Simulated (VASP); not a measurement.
# TiO: single point with PBEsol

TiO:

```
Ti O
1.0
     2.85161    0.00000    0.00000
    -1.42580    2.46956    0.00000
     0.00000    0.00000    5.56750
Ti O
2 2
Direct
  0.33333 0.66667 0.25000
  0.66667 0.33333 0.75000
  0.00000 0.00000 0.00000
  0.00000 0.00000 0.50000
```

```
Program                : VASP 6.6.1
Task                   : single point
Functional             : PBEsol
Potentials or basis    : VASP PAW PBE potentials, release 64 (Ti_sv, O)
Cutoff                 : 520 eV
k mesh                 : 18 × 18 × 8
Occupations            : gaussian, width 0.02 eV
Spin                   : no spin polarisation
Dipole correction      : no
Further INCAR settings : ALGO = Normal; EDIFF = 1e-06; NBANDS = 26
```

| Property | Result |
| --- | --- |
| Pressure | -9.3 GPa |
| Band gap on the k mesh | zero (bands 18 and 19 overlap by 0.21 eV) |

Stress tensor (GPa, compression positive):
```
 -8.51   0.00   0.00
  0.00  -8.51   0.00
  0.00   0.00 -10.99
```

Levels at points of the mesh, in eV from the Fermi level:
| k point | band 15 | band 16 | band 17 | band 18 | band 19 | band 20 | band 21 | band 22 |
| --- | --- | --- | --- | --- | --- | --- | --- | --- |
| (0.00, 0.00, 0.00) | -5.34 | -5.28 | -2.04 | -0.19 | -0.19 | 0.07 | 0.81 | 0.81 |
| (0.50, 0.00, 0.00) | -5.82 | -5.50 | -2.75 | 0.00 | 0.68 | 1.44 | 2.03 | 2.35 |
| (0.00, 0.00, 0.50) | -5.61 | -5.61 | -0.58 | -0.58 | 0.65 | 0.65 | 0.65 | 0.65 |
| (0.50, 0.00, 0.50) | -6.14 | -6.14 | -1.34 | -1.34 | 1.83 | 1.83 | 2.16 | 2.16 |

It took 59 s on 1 thread of Intel(R) Xeon(R) 6975P-C (Granite Rapids) (shared host), peak memory 0.27 GiB.

Caveat: the cell stands under tension; the PAW data sets were made with another functional, which shifts forces and pressure a little; semilocal functionals often make such compounds metallic where correlation or magnetic order opens a gap, which also shifts bond lengths.
